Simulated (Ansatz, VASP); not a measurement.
## One calculation of Sr, two programs

```
Sr
1.0
     4.25018    0.00000    0.00000
    -2.12509    3.68077    0.00000
     0.00000    0.00000   13.90831
Sr
4
Direct
  0.00000 0.00000 0.00000
  0.00000 0.00000 0.50000
  0.33333 0.66667 0.25000
  0.66667 0.33333 0.75000
```

Alike in both runs: task single point; functional PBEsol; k mesh 10 × 10 × 3; occupations fermi-dirac, width 0.1 eV; no spin polarisation.

|  | VASP | Ansatz |
| --- | --- | --- |
| version | VASP 6.6.1 | Ansatz 0.2.0 |
| potentials or method | VASP PAW PBE potentials, release 64 (Sr_sv), cutoff 520 eV | plane waves (420 eV) with PAW, scalar-relativistic |
| valence electrons in the cell | 40 | 40 |

VASP gave:

* pressure (GPa): -0.4

Problem. Estimate Ansatz's values.

Solution. Pressure (GPa): -0.5.

VASP's potentials were made for PBE, not for PBEsol, and Ansatz warns of the same on its side.
